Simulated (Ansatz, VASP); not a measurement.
**One calculation of WSe2, two programs**

Contents of INCAR:

```
PREC     = Accurate       # precision mode
ENCUT    = 520            # plane-wave cutoff, eV
EDIFF    = 1E-7           # SCF threshold, eV
ISMEAR   = 1              # smearing method
SIGMA    = 0.001          # smearing width, eV
LREAL    = F              # projectors in reciprocal space
LASPH    = T              # aspherical terms in the spheres
NELM     = 100            # most SCF steps
ALGO     = Normal         # electronic algorithm
ISIF     = 2              # what is computed and relaxed
LWAVE    = F              # write WAVECAR
LCHARG   = T              # write CHGCAR
GGA      = PS             # functional
LELF     = T              # ELF
LVHAR    = T            
NBANDS   = 35             # bands
```

File KPOINTS:

```
regular mesh
0
Gamma
  6 6 2
```

POSCAR

```
WSe2
1.0
    3.2996674443      0.0000000000      0.0000000000
   -1.6498337221      2.8575958308      0.0000000000
    0.0000000000      0.0000000000     13.1487009308
W Se
2 4
Direct
    0.3333333333      0.6666666667      0.2500000000
    0.6666666667      0.3333333333      0.7500000000
    0.6666666667      0.3333333333      0.3766602599
    0.6666666667      0.3333333333      0.1233397401
    0.3333333333      0.6666666667      0.8766602599
    0.3333333333      0.6666666667      0.6233397401
```

Input for Ansatz:

```yaml
crystal:
  lattice:
    - [3.2996674443, 0.0, 0.0]
    - [-1.6498337221, 2.8575958308, 0.0]
    - [0.0, 0.0, 13.1487009308]
  atoms:
    - { symbol: W, position: [0.3333333333, 0.6666666667, 0.25] }
    - { symbol: W, position: [0.6666666667, 0.3333333333, 0.75] }
    - { symbol: Se, position: [0.6666666667, 0.3333333333, 0.3766602599] }
    - { symbol: Se, position: [0.6666666667, 0.3333333333, 0.1233397401] }
    - { symbol: Se, position: [0.3333333333, 0.6666666667, 0.8766602599] }
    - { symbol: Se, position: [0.3333333333, 0.6666666667, 0.6233397401] }
kpoints:
  mp_grid: { grid: [6, 6, 2] }
hamiltonian:
  xc: pbesol
scf:
  occupations: { method: cold, width: 0.001 }
  n_extra_bands: 5
output:
  forces: true
  stress: true
  eigenvalues: true
```

Alike in both runs: task single point; functional PBEsol; k mesh 6 × 6 × 2; no spin polarisation.

|  | VASP | Ansatz |
| --- | --- | --- |
| version | VASP 6.6.1 | Ansatz 0.2.0 |
| potentials or method | VASP PAW PBE potentials, release 64 (W_sv, Se) | plane waves |
| plane-wave cutoff (eV) | 520 | 420 |
| occupations | methfessel-paxton of order 1, width 0.001 eV | cold, width 0.001 eV |
| valence electrons in the cell | 52 | 92 |

|  | VASP | Ansatz | Ansatz less VASP |
| --- | --- | --- | --- |
| gap on the k mesh at the Fermi level (eV) | 1.00 | 1.01 | +0.005 |
| pressure (GPa) | -1.1 | -1.5 | -0.40 |
| traceless stress, the component that is largest in VASP (GPa) | 1.29 | 1.20 | -0.095 |
| rms of the force components (eV/Å) | 0.011 | 0.016 | +0.0048 |

VASP's potentials were made for PBE, not for PBEsol. Atom by atom the forces differ by 0.028 eV/Å (rms over components). VASP's potentials hold 52 valence electrons a cell and Ansatz's 92, so a difference there can come from the potentials and not from the codes.

Spin-orbit coupling is off throughout.
